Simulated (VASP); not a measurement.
A run of VASP 6.6.1 is set up as follows.

File INCAR:

```
SYSTEM = Ag2HCl2
PREC     = Accurate       ! precision mode
ENCUT    = 520            ! plane-wave cutoff, eV
EDIFF    = 1E-6           ! SCF threshold, eV
ISMEAR   = 0              ! smearing method
SIGMA    = 0.05           ! smearing width, eV
LREAL    = .FALSE.        ! projectors in reciprocal space
LASPH    = .TRUE.         ! aspherical terms in the spheres
NELM     = 150            ! most SCF steps
ALGO     = Normal         ! electronic algorithm
ISIF     = 2              ! what is computed and relaxed
LWAVE    = .FALSE.        ! write WAVECAR
LCHARG   = .FALSE.        ! write CHGCAR
ISPIN    = 2              ! spin polarisation
MAGMOM   = 0 0 0 0 1      ! initial moments
LORBIT   = 11             ! projections on sites
LMAXMIX  = 4              ! l up to which the mixer works
LDIPOL   = .TRUE.       
IDIPOL   = 3            
DIPOL    = 0.5 0.5 0.315
GGA      = PE             ! functional
IVDW     = 12             ! dispersion correction
NBANDS   = 30             ! bands
```

The input KPOINTS:

```
Automatic mesh
0
G
  7 7 1
  0 0 0
```

File POSCAR:

```
Ag2HCl2
1.0
    3.8966246593      0.0000000000      0.0000000000
    0.0000000000      3.8966246593      0.0000000000
    0.0000000000      0.0000000000     20.1478735173
Ag Cl H
2 2 1
Direct
    0.0000000000      0.0000000000      0.1985321179
    0.5000000000      0.5000000000      0.3337564577
    0.5000000000      0.5000000000      0.1985321179
    0.0000000000      0.0000000000      0.3398807081
    0.2500000000      0.2500000000      0.5036697053
```

Potentials or basis: VASP PAW PBE potentials, release 64 (Ag, Cl, H).

Launch:

```sh
$ cat potpaw_PBE.64/Ag/POTCAR potpaw_PBE.64/Cl/POTCAR potpaw_PBE.64/H/POTCAR > POTCAR
$ mpirun -np 1 vasp_std > vasp.out
```

Question: Predict the net moment.

Answer: 1.00 μB per cell.

Question: Estimate the site moments.

Answer: Ag +0.00; Cl +0.00, +0.01; H +0.38 μB.

Question: Predict the band gap on the k mesh.

Answer: 1.11 eV (least direct gap 2.55 eV).

Forces in eV/Å, atoms in the order of the input:
```
Ag   0.000  0.000  0.258
Ag  -0.002 -0.002  0.023
Cl   0.000  0.000 -0.264
Cl  -0.004 -0.004  0.017
H    0.006  0.006 -0.034
```
